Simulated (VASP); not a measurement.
Ta2H, 3 atoms in the cell. The structure is orthorhombic, space group Pmm2 (No. 25). Conventional cell: a = 3.213 Å, b = 3.380 Å, c = 3.427 Å, α = 90.00°, β = 90.00°, γ = 90.00°. Ta (site symmetry mm2) has 2 H at 1.86 Å within 2.5 Å. Ta (site symmetry mm2) has 2 H at 1.89 Å within 2.5 Å. H (site symmetry mm2) has 4 Ta at 1.86 to 1.89 Å within 2.5 Å.  This cell differs from its parent crystal: uniaxial strain along a: -4.0 %.

| Quantity | Value |
| --- | --- |
| Program | VASP 6.6.1 |
| Task | single point |
| Functional | PBEsol |
| Potentials or basis | VASP PAW PBE potentials, release 64 (Ta_pv, H) |
| Cutoff | 520 eV |
| k mesh | 12 × 12 × 12 |
| Occupations | gaussian, width 0.1 eV |
| Spin | no spin polarisation |
| Dipole correction | no |
| Further INCAR settings | ALGO = Normal; EDIFF = 1e-06; NBANDS = 18 |

Potentials or basis: VASP PAW PBE potentials, release 64 (Ta_pv, H).

Command:

```sh
$ cat potpaw_PBE.64/Ta_pv/POTCAR potpaw_PBE.64/H/POTCAR > POTCAR
$ mpirun -np 1 vasp_std > vasp.out
```

Hardware: 1 thread of AMD EPYC 9R45 96-Core Processor (Zen 5), with other jobs on the host.

Question: Estimate the wall time of this run.

Answer: Run time: 110 s on 1 thread of AMD EPYC 9R45 96-Core Processor (Zen 5), with other jobs on the host, peak memory 0.28 GiB. Counts: scf iterations 13, k points 343.
